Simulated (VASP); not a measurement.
# Li (P6_3/mmc) in VASP: a series of runs, part 2 of 2

VASP 6.6.1. Earlier steps stand in the parts before.

## (3) Single point, PBEsol (strain -0.080 along x and y, -0.040 along z)

INCAR reads:

```
SYSTEM = Li
PREC = Accurate ; ENCUT = 520
EDIFF = 1E-7 ; ISMEAR = 0
SIGMA = 0.15 ; LREAL = .FALSE.
LASPH = .TRUE. ; NELM = 60
ALGO = Normal ; ISIF = 2
LWAVE = .FALSE. ; LCHARG = .TRUE.
GGA = PS ; LELF = .TRUE.
LVHAR = .TRUE. ; NBANDS = 10
```

KPOINTS reads:

```
Automatic mesh
0
G
  18 18 10
  0 0 0
```

POSCAR reads:

```
Li
1.0
    2.8621219795      0.0000000000      0.0000000000
   -1.4310609897      2.4786703429      0.0000000000
    0.0000000000      0.0000000000      4.8892800000
Li
2
Direct
    0.3333333333      0.6666666667      0.2500000000
    0.6666666667      0.3333333333      0.7500000000
```

Potentials or basis: VASP PAW PBE potentials, release 64 (Li_sv).

On the command line:

```console
$ cat potpaw_PBE.64/Li_sv/POTCAR > POTCAR
$ mpirun -np 1 vasp_std > vasp.out
```

OUTCAR:

```text
SYSTEM = Li
   PREC = Accurate
   ENCUT = 520
   EDIFF = 1E-7
   ISMEAR = 0
   LREAL = .FALSE.
   LASPH = .TRUE.
   NELM = 60
   ISIF = 2
   GGA = PS

 ion  position               nearest neighbor table
   1  0.333  0.667  0.250-
   2  0.667  0.333  0.750-

  LATTYP: Found a hexagonal cell.
 ALAT       =     2.8621219795
 C/A-ratio  =     1.7082710084

  Lattice vectors:

 A1 = (   2.8621219795,   0.0000000000,   0.0000000000)
 A2 = (  -1.4310609897,   2.4786703429,   0.0000000000)
 A3 = (   0.0000000000,   0.0000000000,   4.8892800000)

Analysis of symmetry for initial positions (statically):
=====================================================================
 Subroutine PRICEL returns:
 Original cell was already a primitive cell.

 Routine SETGRP: Setting up the symmetry group for a
 hexagonal supercell.

 Subroutine GETGRP returns: Found 24 space group operations
 (whereof 12 operations were pure point group operations)
 out of a pool of 24 trial point group operations.

The static configuration has the point symmetry D_3d.
 The point group associated with its full space group is D_6h.
[... 171 lines left out ...]
  band No.  band energies     occupation
      1     -44.5758      2.00000
      2     -44.5458      2.00000
      3      -2.6551      2.00000
      4       0.7349      1.99879
      5       4.2065      0.00000
      6      15.5703      0.00000
      7      15.5703      0.00000
      8      16.2976      0.00000
      9      17.0084      0.00000
     10      17.0084      0.00000
[... 287 lines left out ...]
 k-point    24 :       0.3889    0.1111    0.0000
  band No.  band energies     occupation
      1     -44.5386      2.00000
      2     -44.5291      2.00000
      3       0.8150      1.98689
      4       3.0609      0.00000
      5       5.6141      0.00000
      6       7.4778      0.00000
      7       8.4984      0.00000
      8       8.5090      0.00000
      9      12.2431      0.00000
     10      14.6668      0.00000

 [... further k-points ...]

------------------------ aborting loop because EDIFF is reached ----------------------------------------

  FORCE on cell =-STRESS in cart. coord.  units (eV):
  Direction    XX          YY          ZZ          XY          YZ          ZX
  --------------------------------------------------------------------------------------
  -------------------------------------------------------------------------------------
  Total        0.6472972      0.6472972      0.3686056      0.0000000      0.0000000      0.0000000
  in kB       29.8994030     29.8994030     17.0263181      0.0000000      0.0000000      0.0000000
  external PRESSURE =      25.6083747 kB  Pullay stress =       0.0000000 kB

 VOLUME and BASIS-vectors are now :
 -----------------------------------------------------------------------------
  energy-cutoff  :      520.00
  volume of cell :       34.69
      direct lattice vectors                 reciprocal lattice vectors
     2.862121979  0.000000000  0.000000000     0.349391119  0.201721056  0.000000000
    -1.431060990  2.478670343  0.000000000     0.000000000  0.403442113  0.000000000
     0.000000000  0.000000000  4.889280000     0.000000000  0.000000000  0.204529092

 POSITION                                       TOTAL-FORCE (eV/Angst)
 -----------------------------------------------------------------------------------
     -0.00000      1.65245      1.22232        -0.000000      0.000000      0.000000
      1.43106      0.82622      3.66696         0.000000     -0.000000      0.000000
 -----------------------------------------------------------------------------------
    total drift:                                0.000000     -0.000000      0.000000

  FREE ENERGIE OF THE ION-ELECTRON SYSTEM (eV)
  ---------------------------------------------------
  free  energy   TOTEN  =        -3.8919147101 eV

  energy  without entropy=       -3.8814172298  energy(sigma->0) =       -3.88666597
```

Wall time 39 s (1 thread of AMD EPYC 9R45 (Zen 5), shared host); peak memory 0.15 GiB.

Results:

* Free energy: -3.8919 eV
* Band gap on the k mesh: zero (bands 3 and 4 overlap by 5.15 eV)

Levels at points of the mesh, in eV from the Fermi level:
| k point | band 1 | band 2 | band 3 | band 4 | band 5 | band 6 |
| --- | --- | --- | --- | --- | --- | --- |
| (0.00, 0.00, 0.00) | -45.65 | -45.62 | -3.73 | -0.34 | 3.13 | 14.49 |
| (0.50, 0.00, 0.00) | -45.62 | -45.61 | -0.02 | 1.33 | 5.11 | 6.28 |
| (0.00, 0.00, 0.50) | -45.64 | -45.64 | -2.64 | -2.64 | 8.17 | 8.17 |
| (0.50, 0.00, 0.50) | -45.61 | -45.61 | 0.75 | 0.75 | 4.14 | 4.14 |

Caveat: the cell differs from its parent crystal (strain -0.080 along x and y, -0.040 along z); the cutoff is under 1.25 times the usual one of these potentials, so pressure, stress and relaxed cells hold a basis-set (Pulay) error; the PAW data sets were made with another functional, which shifts forces and pressure a little.

## (4) Single point, PBEsol (strain -0.080 along x and y, +0.000 along z)

INCAR reads:

```
SYSTEM = Li
PREC = Accurate
ENCUT = 520
EDIFF = 1E-6
ISMEAR = 0
SIGMA = 0.15
LREAL = .FALSE.
LASPH = .TRUE.
NELM = 100
ALGO = Normal
ISIF = 2
LWAVE = .FALSE.
LCHARG = .FALSE.
GGA = PS
NBANDS = 10
```

KPOINTS reads:

```
regular mesh
0
G
  18 18 10
  0 0 0
```

POSCAR, as its differences from that of step 3:

```diff
@@ -4,3 +4,3 @@
    -1.4310609897      2.4786703429      0.0000000000
-    0.0000000000      0.0000000000      4.8892800000
+    0.0000000000      0.0000000000      5.0930000000
 Li
```

On the command line:

```console
$ cat potpaw_PBE.64/Li_sv/POTCAR > POTCAR
$ mpirun -np 1 vasp_std > vasp.out
```

Run time: 39 s. Hardware: 1 thread of AMD EPYC 9R45 (Zen 5), shared host; peak memory 0.16 GiB.

The run converged. Its results:

* Free energy: -3.9002 eV
* Band gap on the k mesh: zero (bands 3 and 4 overlap by 5.23 eV)

Levels at points of the mesh, in eV from the Fermi level:
```csv
k point,band 1,band 2,band 3,band 4,band 5,band 6,band 7
"(0.00, 0.00, 0.00)",-45.73,-45.71,-3.69,-0.53,2.65,13.89,14.62
"(0.50, 0.00, 0.00)",-45.70,-45.69,0.08,1.35,4.97,6.06,6.44
"(0.00, 0.00, 0.50)",-45.72,-45.72,-2.67,-2.67,7.31,7.31,15.43
"(0.50, 0.00, 0.50)",-45.70,-45.70,0.79,0.79,4.08,4.08,11.03
```

Caveat: the cell differs from its parent crystal (strain -0.080 along x and y, +0.000 along z); the cutoff is under 1.25 times the usual one of these potentials, so pressure, stress and relaxed cells hold a basis-set (Pulay) error; the PAW data sets were made with another functional, which shifts forces and pressure a little.

## (5) Single point, PBEsol (strain -0.040 along x and y, -0.080 along z)

INCAR reads:

```
PREC = Accurate
ENCUT = 520
EDIFF = 1E-7
ISMEAR = 0
SIGMA = 0.15
LREAL = F
LASPH = T
NELM = 60
ALGO = Normal
ISIF = 2
LWAVE = F
LCHARG = T
GGA = PS
LELF = T
LVHAR = T
NBANDS = 10
```

KPOINTS reads:

```
regular mesh
0
Gamma
  18 18 10
```

POSCAR reads:

```
Li
1.0
    2.9865620655      0.0000000000      0.0000000000
   -1.4932810328      2.5864386187      0.0000000000
    0.0000000000      0.0000000000      4.6855600000
Li
2
Direct
    0.3333333333      0.6666666667      0.2500000000
    0.6666666667      0.3333333333      0.7500000000
```

On the command line:

```console
$ cat potpaw_PBE.64/Li_sv/POTCAR > POTCAR
$ mpirun -np 1 vasp_std > vasp.out
```

It took 41 s on 1 thread of AMD EPYC 9R45 (Zen 5), shared host; peak memory 0.16 GiB.

It converged, with:

* Free energy: -3.9132 eV
* Band gap on the k mesh: zero (bands 3 and 4 overlap by 4.66 eV)

Levels at points of the mesh, in eV from the Fermi level:
```tsv
k point	band 1	band 2	band 3	band 4	band 5	band 6	band 7
(0.00, 0.00, 0.00)	-45.74	-45.70	-3.70	0.17	3.65	12.96	12.96
(0.50, 0.00, 0.00)	-45.71	-45.70	-0.22	1.08	5.08	6.35	7.08
(0.00, 0.00, 0.50)	-45.72	-45.72	-2.48	-2.48	9.31	9.31	14.06
(0.50, 0.00, 0.50)	-45.70	-45.70	0.64	0.64	3.82	3.82	10.29
```

Caveat: the cell differs from its parent crystal (strain -0.040 along x and y, -0.080 along z); the cutoff is under 1.25 times the usual one of these potentials, so pressure, stress and relaxed cells hold a basis-set (Pulay) error; the PAW data sets were made with another functional, which shifts forces and pressure a little.

## (6) Single point, PBEsol (strain -0.080 along x and y, +0.040 along z)

INCAR reads:

```
ALGO = Normal
EDIFF = 1E-7
ENCUT = 520
GGA = PS
ISIF = 2
ISMEAR = 0
LASPH = T
LCHARG = T
LELF = T
LREAL = F
LVHAR = T
LWAVE = F
NBANDS = 10
NELM = 100
PREC = Accurate
SIGMA = 0.15
```

KPOINTS reads:

```
k-points
0
Gamma
  18 18 10
```

POSCAR reads:

```
Li
1.0
    2.8621219795      0.0000000000      0.0000000000
   -1.4310609897      2.4786703429      0.0000000000
    0.0000000000      0.0000000000      5.2967200000
Li
2
Direct
    0.3333333333      0.6666666667      0.2500000000
    0.6666666667      0.3333333333      0.7500000000
```

Potentials or basis: VASP PAW PBE potentials, release 64 (Li_sv).

On the command line:

```console
$ cat potpaw_PBE.64/Li_sv/POTCAR > POTCAR
$ mpirun -np 1 vasp_std > vasp.out
```

It took 43 s on 1 thread of AMD EPYC 9R45 (Zen 5), shared host; peak memory 0.16 GiB.

Results (log left out):

| Property | Result |
| --- | --- |
| Free energy | -3.8921 eV |
| Band gap on the k mesh | zero (bands 3 and 4 overlap by 5.31 eV) |

Levels at points of the mesh, in eV from the Fermi level:
| k point | band 1 | band 2 | band 3 | band 4 | band 5 | band 6 |
| --- | --- | --- | --- | --- | --- | --- |
| (0.00, 0.00, 0.00) | -45.82 | -45.81 | -3.64 | -0.68 | 2.22 | 12.64 |
| (0.50, 0.00, 0.00) | -45.79 | -45.79 | 0.16 | 1.37 | 4.85 | 5.88 |
| (0.00, 0.00, 0.50) | -45.81 | -45.81 | -2.68 | -2.68 | 6.53 | 6.53 |
| (0.50, 0.00, 0.50) | -45.79 | -45.79 | 0.83 | 0.83 | 4.03 | 4.03 |

Caveat: the cell differs from its parent crystal (strain -0.080 along x and y, +0.040 along z); the cutoff is under 1.25 times the usual one of these potentials, so pressure, stress and relaxed cells hold a basis-set (Pulay) error; the PAW data sets were made with another functional, which shifts forces and pressure a little.

## (7) Summary

| cell | gap on the mesh (eV) |
| --- | --- |
| a = 2.862, b = 2.862, c = 4.686 Å, angles 90.0, 90.0, 120.0°, 2 atoms | none |
| a = 2.862, b = 2.862, c = 4.889 Å, angles 90.0, 90.0, 120.0°, 2 atoms | none |
| a = 2.862, b = 2.862, c = 5.093 Å, angles 90.0, 90.0, 120.0°, 2 atoms | none |
| a = 2.987, b = 2.987, c = 4.686 Å, angles 90.0, 90.0, 120.0°, 2 atoms | none |
| a = 2.862, b = 2.862, c = 5.297 Å, angles 90.0, 90.0, 120.0°, 2 atoms | none |

Alike in all rows: task single point; level PBEsol; potentials or basis VASP PAW PBE potentials, release 64 (Li_sv); no spin polarisation; k mesh 18 × 18 × 10; cutoff (eV) 520; smearing gaussian 0.15 eV.

Caveats: the cutoff is under 1.25 times the usual one of these potentials, so pressure, stress and relaxed cells hold a basis-set (Pulay) error; the PAW data sets were made with another functional, which shifts forces and pressure a little.

Total energies depend on the potentials used, so only differences within one code and one set of settings carry meaning.
